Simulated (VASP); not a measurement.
# MgPdC4N4 (P-43m) in VASP: further runs, part 3 of 3

VASP 6.6.1. Earlier steps stand in the parts before.

**5. Single point, PBE, collinear spin**

The input, INCAR:

```
SYSTEM = MgPdC4N4
PREC = Accurate ; ENCUT = 520
EDIFF = 1E-6 ; ISMEAR = 0
SIGMA = 0.1 ; LREAL = .FALSE.
LASPH = .TRUE. ; NELM = 150
ALGO = Normal ; ISIF = 2
LWAVE = .FALSE. ; LCHARG = .TRUE.
ISPIN = 2 ; MAGMOM = 0 1 0 0 0 0 0 0 0 0
LORBIT = 11 ; LMAXMIX = 4
GGA = PE ; LELF = .TRUE.
LVHAR = .TRUE. ; NBANDS = 39
```

The input, KPOINTS:

```
Automatic mesh
0
G
  4 4 4
  0 0 0
```

The input, POSCAR:

```
MgPdC4N4
1.0
    6.2757417132      0.0000000000      0.0000000000
    0.0000000000      6.2757417132      0.0000000000
    0.0000000000      0.0000000000      6.2757417132
Mg Pd C N
1 1 4 4
Direct
    0.0000000000      0.0000000000      0.0000000000
    0.5000000000      0.5000000000      0.5000000000
    0.2004529076      0.2004529076      0.2004529076
    0.2004529076      0.7995470924      0.7995470924
    0.7995470924      0.2004529076      0.7995470924
    0.7995470924      0.7995470924      0.2004529076
    0.3079117243      0.3079117243      0.3079117243
    0.3079117243      0.6920882757      0.6920882757
    0.6920882757      0.3079117243      0.6920882757
    0.6920882757      0.6920882757      0.3079117243
```

Potentials or basis: VASP PAW PBE potentials, release 64 (Mg, Pd, C, N).

Command:

```sh
$ cat potpaw_PBE.64/Mg/POTCAR potpaw_PBE.64/Pd/POTCAR potpaw_PBE.64/C/POTCAR potpaw_PBE.64/N/POTCAR > POTCAR
$ mpirun -np 1 vasp_std > vasp.out
```

OUTCAR:

```text
SYSTEM = MgPdC4N4
   PREC = Accurate
   ENCUT = 520
   EDIFF = 1E-6
   ISMEAR = 0
   LREAL = .FALSE.
   LASPH = .TRUE.
   NELM = 150
   ISIF = 2
   ISPIN = 2
   LORBIT = 11
   GGA = PE

 ion  position               nearest neighbor table
   1  0.000  0.000  0.000-   3 2.18   4 2.18   5 2.18   6 2.18
   2  0.500  0.500  0.500-   7 2.09   8 2.09   9 2.09  10 2.09
   3  0.200  0.200  0.200-   7 1.17   1 2.18
   4  0.200  0.800  0.800-   8 1.17   1 2.18
   5  0.800  0.200  0.800-   9 1.17   1 2.18
   6  0.800  0.800  0.200-  10 1.17   1 2.18
   7  0.308  0.308  0.308-   3 1.17   2 2.09
   8  0.308  0.692  0.692-   4 1.17   2 2.09
   9  0.692  0.308  0.692-   5 1.17   2 2.09
  10  0.692  0.692  0.308-   6 1.17   2 2.09

  LATTYP: Found a simple cubic cell.
 ALAT       =     6.2757417132

  Lattice vectors:

 A1 = (   6.2757417132,   0.0000000000,   0.0000000000)
 A2 = (   0.0000000000,   6.2757417132,   0.0000000000)
 A3 = (   0.0000000000,   0.0000000000,   6.2757417132)

Analysis of symmetry for initial positions (statically):
=====================================================================
 Subroutine PRICEL returns:
 Original cell was already a primitive cell.

 Routine SETGRP: Setting up the symmetry group for a
 simple cubic supercell.

 Subroutine GETGRP returns: Found 24 space group operations
 (whereof 24 operations were pure point group operations)
 out of a pool of 48 trial point group operations.

The static configuration has the point symmetry T_d .

Analysis of symmetry for dynamics (positions and initial velocities):
=====================================================================
 Subroutine PRICEL returns:
 Original cell was already a primitive cell.

 Routine SETGRP: Setting up the symmetry group for a
 simple cubic supercell.

 Subroutine GETGRP returns: Found 24 space group operations
 (whereof 24 operations were pure point group operations)
 out of a pool of 48 trial point group operations.

The dynamic configuration has the point symmetry T_d .

Analysis of structural, dynamic, and magnetic symmetry:
=====================================================================
 Subroutine PRICEL returns:
 Original cell was already a primitive cell.

 Routine SETGRP: Setting up the symmetry group for a
 simple cubic supercell.

 Subroutine GETGRP returns: Found 24 space group operations
 (whereof 24 operations were pure point group operations)
 out of a pool of 48 trial point group operations.

The overall configuration has the point symmetry T_d .

 Subroutine INISYM returns: Found 24 space group operations
 (whereof 24 operations are pure point group operations),
 and found     1 'primitive' translations

----------------------------------------------------------------------------------------

                                     Primitive cell

  volume of cell :     247.1697

  direct lattice vectors                    reciprocal lattice vectors
     6.275741713  0.000000000  0.000000000     0.159343715  0.000000000  0.000000000
     0.000000000  6.275741713  0.000000000     0.000000000  0.159343715  0.000000000
     0.000000000  0.000000000  6.275741713     0.000000000  0.000000000  0.159343715

  length of vectors
     6.275741713  6.275741713  6.275741713     0.159343715  0.159343715  0.159343715

  position of ions in fractional coordinates (direct lattice)
     0.000000000  0.000000000  0.000000000
[... 100 lines left out ...]
  volume/ion in A,a.u.               =      24.72       166.80
  Fermi-wavevector in a.u.,A,eV,Ry     =   0.948033  1.791523 12.228465  0.898767
  Thomas-Fermi vector in A             =   2.076183
   LORBIT       =     11    0 simple, 1 ext, 2 COOP (PROOUT), +10 PAW based schemes
   GGA     = PE    functional components
   LHFCALC =     F    Hartree Fock is set to
   AEXX    =    0.0000 exact exchange contribution
   IVDW    =     0    specifies the selected vdW correction
   LEPSILON=     F    determine dielectric tensor
   LRPA    =     F    only Hartree local field effects (RPA)
 spin polarized calculation
 Gauss-broadening in eV      SIGMA  =   0.10
  energy-cutoff  :      520.00
  volume of cell :      247.17
 maximum number of plane-waves:      6704
 NGX is ok and might be reduce to    48
   NGX = 23   NGY = 23   NGZ = 23

 number of electron      48.0000022 magnetization       1.9999444

 Free energy of the ion-electron system (eV)
  ---------------------------------------------------
  ext. energy  EPLUGINS =         0.00000000
  ---------------------------------------------------
  free energy    TOTEN  =       -71.63401466 eV

  energy without entropy =      -71.56643675  energy(sigma->0) =      -71.60022571

 E-fermi :  -2.2097     XC(G=0):  -6.4317

 val. band max:       -2.2106283211   @ k =   0.2500   0.2500   0.0000
 cond. band min:      -2.2020034319   @ k =   0.5000   0.2500   0.2500
 fundamental gap:      0.0086248892
 Fermi energy:        -2.2096893473

 spin component 1

 k-point     1 :       0.0000    0.0000    0.0000
  band No.  band energies     occupation
      1     -19.2122      1.00000
      2     -19.1455      1.00000
      3     -19.1455      1.00000
      4     -19.1455      1.00000
      5      -9.2702      1.00000
      6      -8.9677      1.00000
[... 379 lines left out ...]
     35       5.2746      0.00000
     36       5.2746      0.00000
 Fermi energy:        -2.2096893473

 spin component 2

 k-point     1 :       0.0000    0.0000    0.0000
  band No.  band energies     occupation
      1     -19.0885      1.00000
      2     -19.0212      1.00000
      3     -19.0212      1.00000
      4     -19.0212      1.00000
      5      -9.0511      1.00000
      6      -8.5857      1.00000
[... 379 lines left out ...]
     35       5.3808      0.00000
     36       5.3808      0.00000
 [bands above 36 left out]

------------------------ aborting loop because EDIFF is reached ----------------------------------------

  FORCE on cell =-STRESS in cart. coord.  units (eV):
  Direction    XX          YY          ZZ          XY          YZ          ZX
  --------------------------------------------------------------------------------------
  -------------------------------------------------------------------------------------
  Total        0.5243108      0.5243108      0.5243108      0.0000000      0.0000000      0.0000000
  in kB        3.3986326      3.3986326      3.3986326      0.0000000      0.0000000      0.0000000
  external PRESSURE =       3.3986326 kB  Pullay stress =       0.0000000 kB

 VOLUME and BASIS-vectors are now :
 -----------------------------------------------------------------------------
  energy-cutoff  :      520.00
  volume of cell :      247.17
      direct lattice vectors                 reciprocal lattice vectors
     6.275741713  0.000000000  0.000000000     0.159343715  0.000000000  0.000000000
     0.000000000  6.275741713  0.000000000     0.000000000  0.159343715  0.000000000
     0.000000000  0.000000000  6.275741713     0.000000000  0.000000000  0.159343715

 POSITION                                       TOTAL-FORCE (eV/Angst)
 -----------------------------------------------------------------------------------
      0.00000      0.00000      0.00000        -0.000000     -0.000000      0.000000
      3.13787      3.13787      3.13787        -0.000000     -0.000000      0.000000
      1.25799      1.25799      1.25799        -0.228081     -0.228081     -0.228081
      1.25799      5.01775      5.01775        -0.228081      0.228081      0.228081
      5.01775      1.25799      5.01775         0.228081     -0.228081      0.228081
      5.01775      5.01775      1.25799         0.228081      0.228081     -0.228081
      1.93237      1.93237      1.93237         0.234692      0.234692      0.234692
      1.93237      4.34337      4.34337         0.234692     -0.234692     -0.234692
      4.34337      1.93237      4.34337        -0.234692      0.234692     -0.234692
      4.34337      4.34337      1.93237        -0.234692     -0.234692      0.234692
 -----------------------------------------------------------------------------------
    total drift:                               -0.000000     -0.000000     -0.000000

  FREE ENERGIE OF THE ION-ELECTRON SYSTEM (eV)
  ---------------------------------------------------
  free  energy   TOTEN  =       -71.6340146626 eV

  energy  without entropy=      -71.5664367527  energy(sigma->0) =      -71.60022571

 total charge

# of ion       s       p       d       tot
------------------------------------------
    1        0.158   0.162   0.041   0.361
    2        0.393   0.555   8.196   9.144
    3        0.974   1.606   0.000   2.580
    4        0.974   1.606   0.000   2.580
    5        0.974   1.606   0.000   2.580
    6        0.974   1.606   0.000   2.580
    7        1.302   2.571   0.000   3.873
    8        1.302   2.571   0.000   3.873
    9        1.302   2.571   0.000   3.873
   10        1.302   2.571   0.000   3.873
--------------------------------------------------
tot          9.655  17.425   8.237  35.317

 magnetization (x)

# of ion       s       p       d       tot
------------------------------------------
    1        0.001   0.002   0.001   0.004
    2        0.003   0.077   1.240   1.320
    3        0.002   0.035   0.000   0.037
    4        0.002   0.035   0.000   0.037
    5        0.002   0.035   0.000   0.037
    6        0.002   0.035   0.000   0.037
    7        0.015   0.065   0.000   0.080
    8        0.015   0.065   0.000   0.080
    9        0.015   0.065   0.000   0.080
   10        0.015   0.065   0.000   0.080
--------------------------------------------------
tot          0.072   0.478   1.241   1.790
```

Run time: 2 min. Hardware: 1 thread of AMD EPYC 9R45 (Zen 5), shared host; peak memory 0.47 GiB.

What came out:

| Quantity | Value |
| --- | --- |
| Free energy | -71.6340 eV |
| Pressure | 0.3 GPa |
| Largest force | 0.406 eV/Å |
| Band gap on the k mesh | zero (filled and empty bands overlap) |
| Net moment | 2.00 μB per cell |
| Site moments | Mg +0.00; Pd +1.32; C +0.04; N +0.08 μB |
| Valence electrons inside the program's atomic spheres | Mg 0.36; Pd 9.14; C 2.58; N 3.87 |

Forces on the atoms (eV/Å):
```
Mg   0.000  0.000  0.000
Pd   0.000  0.000  0.000
C   -0.228 -0.228 -0.228
C   -0.228  0.228  0.228
C    0.228 -0.228  0.228
C    0.228  0.228 -0.228
N    0.235  0.235  0.235
N    0.235 -0.235 -0.235
N   -0.235  0.235 -0.235
N   -0.235 -0.235  0.235
```

**6. Overview**

```tsv
spin	cell	k mesh	gap on the mesh (eV)	pressure (GPa)	moment (μB)	largest force (eV/Å)
collinear	a = 6.279 Å, 10 atoms, atomic positions A	6 × 6 × 6	none	0.3	2.00	0.41
off	a = 5.981 Å, 10 atoms, atomic positions B	4 × 4 × 4	none	5.9	-	1.81
collinear	a = 5.981 Å, 10 atoms, atomic positions B	4 × 4 × 4	none	6.0	2.00	1.93
collinear	a = 6.276 Å, 10 atoms, atomic positions C	4 × 4 × 4	none	0.3	2.00	0.41
```

Alike in all rows: task single point; level PBE; potentials or basis VASP PAW PBE potentials, release 64 (Mg, Pd, C, N); cutoff (eV) 520; smearing gaussian 0.1 eV.

Caveats: the cell stands under pressure (at least some runs); forces of over 1 eV/Å act on the atoms, so gaps and moduli don't describe the material at rest (at least some runs).

Absolute energies hang on the potentials; compare differences alone.

The gap in the log of VASP goes by the Fermi energy; the results here count the filled bands.